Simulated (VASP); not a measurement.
# PbSe (Fm-3m) in VASP: a series of runs, part 2 of 2

VASP 6.6.1.

## Step 3: Electric field gradients, PBEsol

This run uses another cell than the first one, of 28.71 Å³/atom, 0.990 times its volume.

Input file INCAR:

```
SYSTEM = PbSe
ALGO = Normal
EDIFF = 1E-8
ENCUT = 400
GGA = PS
GGA_COMPAT = .False.
ISIF = 2
ISMEAR = -1
LASPH = .True.
LCHARG = .False.
LEFG = .True.
LREAL = .False.
LWAVE = .False.
NBANDS = 17
NELM = 120
PREC = Accurate
SIGMA = 0.01
```

Input file KPOINTS:

```
k-points
0
Gamma
  9 9 9
  0 0 0
```

Input file POSCAR:

```
PbSe
1.0
    0.0000000000      3.0621500000      3.0621500000
    3.0621500000      0.0000000000      3.0621500000
    3.0621500000      3.0621500000      0.0000000000
Pb Se
1 1
Direct
    0.0000000000      0.0000000000      0.0000000000
    0.5000000000      0.5000000000      0.5000000000
```

Potentials or basis: VASP PAW PBE potentials, release 64 (Pb_d, Se).

Command:

```sh
cat potpaw_PBE.64/Pb_d/POTCAR potpaw_PBE.64/Se/POTCAR > POTCAR
mpirun -np 1 vasp_std > vasp.out
```

OUTCAR:

```text
SYSTEM = PbSe
   EDIFF = 1E-8
   ENCUT = 400
   GGA = PS
   ISIF = 2
   ISMEAR = -1
   LASPH = .True.
   LREAL = .False.
   NELM = 120
   PREC = Accurate

 ion  position               nearest neighbor table
   1  0.000  0.000  0.000-   2 3.06   2 3.06   2 3.06   2 3.06   2 3.06   2 3.06
   2  0.500  0.500  0.500-   1 3.06   1 3.06   1 3.06   1 3.06   1 3.06   1 3.06

  LATTYP: Found a face centered cubic cell.
 ALAT       =     6.1243000000

  Lattice vectors:

 A1 = (   0.0000000000,   3.0621500000,   3.0621500000)
 A2 = (   3.0621500000,   0.0000000000,   3.0621500000)
 A3 = (   3.0621500000,   3.0621500000,   0.0000000000)

Analysis of symmetry for initial positions (statically):
=====================================================================
 Subroutine PRICEL returns:
 Original cell was already a primitive cell.

 Routine SETGRP: Setting up the symmetry group for a
 face centered cubic supercell.

 Subroutine GETGRP returns: Found 48 space group operations
 (whereof 48 operations were pure point group operations)
 out of a pool of 48 trial point group operations.

The static configuration has the point symmetry O_h .

Analysis of symmetry for dynamics (positions and initial velocities):
=====================================================================
 Subroutine PRICEL returns:
 Original cell was already a primitive cell.

 Routine SETGRP: Setting up the symmetry group for a
 face centered cubic supercell.

 Subroutine GETGRP returns: Found 48 space group operations
 (whereof 48 operations were pure point group operations)
 out of a pool of 48 trial point group operations.

The dynamic configuration has the point symmetry O_h .

 Subroutine INISYM returns: Found 48 space group operations
 (whereof 48 operations are pure point group operations),
 and found     1 'primitive' translations

----------------------------------------------------------------------------------------

                                     Primitive cell

  volume of cell :      57.4261

  direct lattice vectors                    reciprocal lattice vectors
     0.000000000  3.062150000  3.062150000    -0.163283967  0.163283967  0.163283967
     3.062150000  0.000000000  3.062150000     0.163283967 -0.163283967  0.163283967
     3.062150000  3.062150000  0.000000000     0.163283967  0.163283967 -0.163283967

  length of vectors
     4.330534060  4.330534060  4.330534060     0.282816127  0.282816127  0.282816127

  position of ions in fractional coordinates (direct lattice)
     0.000000000  0.000000000  0.000000000
     0.500000000  0.500000000  0.500000000

  ion indices of the primitive-cell ions
   primitive index   ion index
                 1           1
                 2           2

----------------------------------------------------------------------------------------

 KPOINTS: k-points

Automatic generation of k-mesh.
[... 71 lines left out ...]
   NFREE  =      0    steps in history (QN), initial steepest desc. (CG)
   ISIF   =      2    stress and relaxation
   ISYM   =      2    0-nonsym 1-usesym 2-fastsym
   POTIM  = 0.5000    time-step for ionic-motion
   TEBEG  =    0.0;   TEEND  =   0.0 temperature during run
   PSTRESS=    0.0 pullay stress
   NELECT =      20.0000    total number of electrons
   NUPDOWN=      -1.0000    fix difference up-down
   EMIN   =  10.00;   EMAX   =-10.00  energy-range for DOS
   EFERMI =   0.00;   METHOD = LEGACY
   ISMEAR =    -1;   SIGMA  =   0.01  broadening in eV -4-tet -1-fermi 0-gaus
   EFERMI_NEDOS =   21; number of points for ismear=-14 and -15
   IALGO  =     38    algorithm
   IMIX   =      4    mixing-type and parameters
     AMIX     =   0.40;   BMIX     =  1.00
     AMIX_MAG =   1.60;   BMIX_MAG =  1.00
  volume/ion in A,a.u.               =      28.71       193.77
  Fermi-wavevector in a.u.,A,eV,Ry     =   1.151812  2.176610 18.050462  1.326672
  Thomas-Fermi vector in A             =   2.288467
   LORBIT       =      0    0 simple, 1 ext, 2 COOP (PROOUT), +10 PAW based schemes
   GGA     = PS    functional components
   LHFCALC =     F    Hartree Fock is set to
   AEXX    =    0.0000 exact exchange contribution
   IVDW    =     0    specifies the selected vdW correction
   LEPSILON=     F    determine dielectric tensor
   LRPA    =     F    only Hartree local field effects (RPA)
 non-spin polarized calculation
  energy-cutoff  :      400.00
  volume of cell :       57.43
 maximum number of plane-waves:      1053
   NGX = 15   NGY = 15   NGZ = 15

 number of electron      20.0000009 magnetization

 Free energy of the ion-electron system (eV)
  ---------------------------------------------------
  ext. energy  EPLUGINS =         0.00000000
  ---------------------------------------------------
  free energy    TOTEN  =        -8.91624948 eV

  energy without entropy =       -8.91624948  energy(sigma->0) =       -8.91624948

 E-fermi :   4.9111     XC(G=0):  -9.7128

 val. band max:        4.6912680015   @ k =   0.4444   0.0000   0.0000
 cond. band min:       5.3409552332   @ k =   0.4444   0.0000   0.0000
 fundamental gap:      0.6496872317
 Fermi energy:         4.9110552413

 k-point     1 :       0.0000    0.0000    0.0000
  band No.  band energies     occupation
      1     -11.8510      2.00000
      2     -11.8510      2.00000
      3     -11.8510      2.00000
      4     -11.8493      2.00000
      5     -11.8493      2.00000
      6      -8.7023      2.00000
[... 457 lines left out ...]
      4     -11.8068      2.00000
      5     -11.8068      2.00000
      6      -7.3129      2.00000
[... 9 lines left out ...]
     16      16.2925      0.00000
     17      17.4537      0.00000

 [... further k-points ...]

------------------------ aborting loop because EDIFF is reached ----------------------------------------

  FORCE on cell =-STRESS in cart. coord.  units (eV):
  Direction    XX          YY          ZZ          XY          YZ          ZX
  --------------------------------------------------------------------------------------
  -------------------------------------------------------------------------------------
  Total       -0.2131395     -0.2131395     -0.2131395      0.0000000      0.0000000     -0.0000000
  in kB       -5.9465516     -5.9465516     -5.9465516      0.0000000      0.0000000     -0.0000000
  external PRESSURE =      -5.9465516 kB  Pullay stress =       0.0000000 kB

 VOLUME and BASIS-vectors are now :
 -----------------------------------------------------------------------------
  energy-cutoff  :      400.00
  volume of cell :       57.43
      direct lattice vectors                 reciprocal lattice vectors
     0.000000000  3.062150000  3.062150000    -0.163283967  0.163283967  0.163283967
     3.062150000  0.000000000  3.062150000     0.163283967 -0.163283967  0.163283967
     3.062150000  3.062150000  0.000000000     0.163283967  0.163283967 -0.163283967

 POSITION                                       TOTAL-FORCE (eV/Angst)
 -----------------------------------------------------------------------------------
      0.00000      0.00000      0.00000         0.000000     -0.000000      0.000000
      3.06215      3.06215      3.06215        -0.000000      0.000000     -0.000000
 -----------------------------------------------------------------------------------
    total drift:                               -0.000000      0.000000      0.000000

  FREE ENERGIE OF THE ION-ELECTRON SYSTEM (eV)
  ---------------------------------------------------
  free  energy   TOTEN  =        -8.9162494824 eV

  energy  without entropy=       -8.9162494824  energy(sigma->0) =       -8.91624948

 Electric field gradients (V/A^2)
---------------------------------------------------------------------
 ion       V_xx      V_yy      V_zz      V_xy      V_xz      V_yz
---------------------------------------------------------------------
   1      -0.000     0.000     0.000     0.001     0.001     0.001
   2       0.000    -0.000    -0.000     0.000     0.000     0.000
---------------------------------------------------------------------

 Electric field gradients after diagonalization (V/A^2)
 (convention: |V_zz| > |V_xx| > |V_yy|)
----------------------------------------------------------------------
 ion       V_xx      V_yy      V_zz     asymmetry (V_yy - V_xx)/ V_zz
----------------------------------------------------------------------
   1      -0.001    -0.001     0.002       0.000
   2      -0.000    -0.000     0.001       0.000
----------------------------------------------------------------------

           NMR quadrupolar parameters

 Cq : quadrupolar parameter    Cq=e*Q*V_zz/h
 eta: asymmetry parameters     (V_yy - V_xx)/ V_zz
 Q  : nuclear electric quadrupole moment in mb (millibarn)
----------------------------------------------------------------------
 ion       Cq(MHz)       eta       Q (mb)
----------------------------------------------------------------------
   1       0.000       0.000       1.000
   2       0.000       0.000       1.000
----------------------------------------------------------------------
```

It took 13 s on 1 thread of Intel Xeon 6975P-C (Granite Rapids), shared host; peak memory 0.16 GiB.

What came out:

```
Free energy : -8.9162 eV
Pressure    : -0.6 GPa
```

Levels at points of the mesh, in eV from the Fermi level:
```
           k point  band 8  band 9  band 10  band 11  band 12  band 13
(0.00, 0.00, 0.00)   -1.88   -1.88    -1.88     4.66     4.66     4.66
```

Caveat: this odd mesh misses L, where the gap lies, so gap, dielectric constants and Born charges aren't listed; without QUAD_EFG the Cq values of the log hold for a quadrupole moment of 1 mb, not for the nuclei; the PAW data sets were made with another functional, which shifts forces and pressure a little; spin-orbit coupling is left out, which moves the levels of the heavy elements.

## Step 4: Electric field gradients, PBEsol (volume scaled by 1.02)

Input file INCAR:

```
SYSTEM = PbSe
PREC = Accurate
ENCUT = 400
EDIFF = 1E-8
ISMEAR = -1
SIGMA = 0.01
LREAL = .False.
LASPH = .True.
NELM = 120
ALGO = Normal
ISIF = 2
LWAVE = .False.
LCHARG = .False.
GGA = PS
LEFG = .True.
NBANDS = 17
GGA_COMPAT = .False.
```

Input file KPOINTS:

```
regular mesh
0
Gamma
  9 9 9
  0 0 0
```

Input file POSCAR:

```
PbSe
1.0
    0.0000000000      3.0824297301      3.0824297301
    3.0824297301      0.0000000000      3.0824297301
    3.0824297301      3.0824297301      0.0000000000
Pb Se
1 1
Direct
    0.0000000000      0.0000000000      0.0000000000
    0.5000000000      0.5000000000      0.5000000000
```

Potentials or basis: VASP PAW PBE potentials, release 64 (Pb_d, Se).

Command:

```sh
cat potpaw_PBE.64/Pb_d/POTCAR potpaw_PBE.64/Se/POTCAR > POTCAR
mpirun -np 1 vasp_std > vasp.out
```

OUTCAR:

```text
SYSTEM = PbSe
   PREC = Accurate
   ENCUT = 400
   EDIFF = 1E-8
   ISMEAR = -1
   LREAL = .False.
   LASPH = .True.
   NELM = 120
   ISIF = 2
   GGA = PS

 ion  position               nearest neighbor table
   1  0.000  0.000  0.000-   2 3.08   2 3.08   2 3.08   2 3.08   2 3.08   2 3.08
   2  0.500  0.500  0.500-   1 3.08   1 3.08   1 3.08   1 3.08   1 3.08   1 3.08

  LATTYP: Found a face centered cubic cell.
 ALAT       =     6.1648594602

  Lattice vectors:

 A1 = (   0.0000000000,   3.0824297301,   3.0824297301)
 A2 = (   3.0824297301,   0.0000000000,   3.0824297301)
 A3 = (   3.0824297301,   3.0824297301,   0.0000000000)

Analysis of symmetry for initial positions (statically):
=====================================================================
 Subroutine PRICEL returns:
 Original cell was already a primitive cell.

 Routine SETGRP: Setting up the symmetry group for a
 face centered cubic supercell.

[... 668 lines left out ...]
      direct lattice vectors                 reciprocal lattice vectors
     0.000000000  3.082429730  3.082429730    -0.162209699  0.162209699  0.162209699
     3.082429730  0.000000000  3.082429730     0.162209699 -0.162209699  0.162209699
     3.082429730  3.082429730  0.000000000     0.162209699  0.162209699 -0.162209699

 POSITION                                       TOTAL-FORCE (eV/Angst)
 -----------------------------------------------------------------------------------
      0.00000      0.00000      0.00000        -0.000000     -0.000000     -0.000000
      3.08243      3.08243      3.08243         0.000000      0.000000      0.000000
 -----------------------------------------------------------------------------------
    total drift:                               -0.000000      0.000000      0.000000

  FREE ENERGIE OF THE ION-ELECTRON SYSTEM (eV)
  ---------------------------------------------------
  free  energy   TOTEN  =        -8.9089146657 eV

  energy  without entropy=       -8.9089146657  energy(sigma->0) =       -8.90891467

 Electric field gradients (V/A^2)
---------------------------------------------------------------------
 ion       V_xx      V_yy      V_zz      V_xy      V_xz      V_yz
---------------------------------------------------------------------
   1       0.000    -0.000    -0.000     0.002     0.002     0.002
   2      -0.000     0.000    -0.000     0.000     0.000     0.000
---------------------------------------------------------------------

 Electric field gradients after diagonalization (V/A^2)
 (convention: |V_zz| > |V_xx| > |V_yy|)
----------------------------------------------------------------------
 ion       V_xx      V_yy      V_zz     asymmetry (V_yy - V_xx)/ V_zz
----------------------------------------------------------------------
   1      -0.002    -0.002     0.003       0.000
   2      -0.000    -0.000     0.001       0.000
----------------------------------------------------------------------

           NMR quadrupolar parameters

 Cq : quadrupolar parameter    Cq=e*Q*V_zz/h
 eta: asymmetry parameters     (V_yy - V_xx)/ V_zz
 Q  : nuclear electric quadrupole moment in mb (millibarn)
----------------------------------------------------------------------
 ion       Cq(MHz)       eta       Q (mb)
----------------------------------------------------------------------
   1       0.000       0.000       1.000
   2       0.000       0.000       1.000
----------------------------------------------------------------------
```

Run time: 14 s. Hardware: 1 thread of Intel Xeon 6975P-C (Granite Rapids), shared host; peak memory 0.16 GiB.

What came out:

```
Free energy : -8.9089 eV
Pressure    : -1.6 GPa
```

Caveat: the cell differs from its parent crystal (volume scaled by 1.02); this odd mesh misses L, where the gap lies, so gap, dielectric constants and Born charges aren't listed; without QUAD_EFG the Cq values of the log hold for a quadrupole moment of 1 mb, not for the nuclei; the PAW data sets were made with another functional, which shifts forces and pressure a little; spin-orbit coupling is left out, which moves the levels of the heavy elements.

## Step 5: The runs side by side

```csv
cell,pressure (GPa)
"a = 4.345 Å, angles 60.0°, 2 atoms",-1.1
"a = 4.331 Å, angles 60.0°, 2 atoms",-0.6
"a = 4.359 Å, angles 60.0°, 2 atoms",-1.6
```

Alike in all rows: task electric field gradients; level PBEsol; potentials or basis VASP PAW PBE potentials, release 64 (Pb_d, Se); no spin polarisation; k mesh 9 × 9 × 9; cutoff (eV) 400; smearing fermi-dirac 0.01 eV.

Caveats: the PAW data sets were made with another functional, which shifts forces and pressure a little; spin-orbit coupling is left out, which moves the levels of the heavy elements.

Absolute energies hang on the potentials; compare differences alone.
